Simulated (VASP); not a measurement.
A run of VASP 6.6.1 is set up as follows.

The input POSCAR:

```
H2ClF
1.0
    6.1224830000      0.0000000000      0.0000000000
    0.0000000000      6.1224830000      0.0000000000
    0.0000000000      0.0000000000      6.1224830000
F H Cl
3 6 3
Direct
    0.6589646717      0.1117683789      0.2047045292
    0.9700639430      0.2031202047      0.9025259850
    0.4820266549      0.7584831187      0.3028183173
    0.6200588879      0.2147658066      0.0922501541
    1.0582961194      0.0800002221      0.8778464554
    0.5476209571      0.8962213533      0.2486082852
    0.9776915673      0.7541548094      0.2516462684
    0.5129454831      0.5956896900      1.0710850483
    0.0873011816      0.1971095714      0.1857416346
    1.0181653424      0.6735829238      0.0641079771
    0.4959589108      0.4493765030      0.9077689558
    0.1500534995      0.2183917865      0.3829982051
```

INCAR.step1

```
SYSTEM = H2ClF
PREC = Accurate
ENCUT = 520
ISMEAR = -1
SIGMA = 0.05
LREAL = .FALSE.
LASPH = .TRUE.
NELM = 80
NBANDS = 36
GGA = PE
ALGO = Normal
EDIFF = 1E-4
LWAVE = .TRUE.
LCHARG = .FALSE.
```

File INCAR.step2:

```
SYSTEM = H2ClF
PREC = Accurate
ENCUT = 520
EDIFF = 1E-6
ISMEAR = -1
SIGMA = 0.05
LREAL = .FALSE.
LASPH = .TRUE.
NELM = 80
ALGO = Normal
ISIF = 2
LWAVE = .FALSE.
LCHARG = .FALSE.
METAGGA = R2SCAN
LMIXTAU = .TRUE.
IVDW = 12
VDW_S6 = 1.0
VDW_S8 = 0.78981345
VDW_A1 = 0.49484001
VDW_A2 = 5.73083694
NBANDS = 36
ISTART = 1
```

File KPOINTS:

```
Automatic mesh
0
G
  1 1 1
  0 0 0
```

Potentials or basis: VASP PAW PBE potentials, release 64 (F, H, Cl).

Launch:

```console
$ cat potpaw_PBE.64/F/POTCAR potpaw_PBE.64/H/POTCAR potpaw_PBE.64/Cl/POTCAR > POTCAR
$ cp INCAR.step1 INCAR
$ mpirun -np 1 vasp_gam > vasp.out
$ cp INCAR.step2 INCAR
$ mpirun -np 1 vasp_gam > vasp.out
```

Question: What does it give for the dispersion energy per atom?

Answer: -0.022 eV.

Question: What does it give for the largest force?

Answer: 1.393 eV/Å.

Question: Predict the pressure.

Answer: 0.0 GPa.

Forces in eV/Å, atoms in the order of the input:
```
F    0.042 -0.225 -0.032
F    0.261 -0.450 -0.189
F    0.708  0.920 -0.769
H   -0.111  0.095  0.009
H   -0.362  0.098 -0.155
H   -0.578 -0.784  0.661
H    0.032  0.122  0.175
H   -0.266 -0.641 -0.397
H   -0.195  0.162 -0.173
Cl  -0.104  0.286 -0.104
Cl   0.219  0.435  0.465
Cl   0.354 -0.017  0.510
```

Caveat: the k points lie up to 1.03 Å⁻¹ apart; the PAW data sets were made with another functional, which shifts forces and pressure a little.
